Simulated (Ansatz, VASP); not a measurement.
# B: VASP beside Ansatz

```
CELL_PARAMETERS angstrom
2.98701 0.00000 0.00000
-1.49351 2.58683 0.00000
0.00000 0.00000 7.93204
ATOMIC_POSITIONS crystal
B 0.00000 0.00000 0.12500
B 0.00000 0.00000 0.62500
B 0.00000 0.00000 0.37500
B 0.00000 0.00000 0.87500
B 0.33333 0.66667 0.37500
B 0.33333 0.66667 0.87500
B 0.66667 0.33333 0.12500
B 0.66667 0.33333 0.62500
```

Alike in both runs: task single point; functional PBEsol; k mesh 9 × 9 × 4; occupations gaussian, width 0.1 eV; no spin polarisation.

|  | VASP | Ansatz |
| --- | --- | --- |
| version | VASP 6.6.1 | Ansatz 0.2.0 |
| potentials or method | VASP PAW PBE potentials, release 64 (B), cutoff 520 eV | scalar-relativistic, plane waves, PAW |
| valence electrons in the cell | 24 | 24 |

```tsv
	VASP	Ansatz	Ansatz less VASP
gap on the k mesh at the Fermi level (eV)	none	none	-
pressure (GPa)	0.1	-0.1	-0.28
traceless stress, the component that is largest in VASP (GPa)	-0.52	-0.34	+0.179
```

VASP's potentials were made for PBE, not for PBEsol. A gap of «none» marks a metal or a gap that the smearing closes.
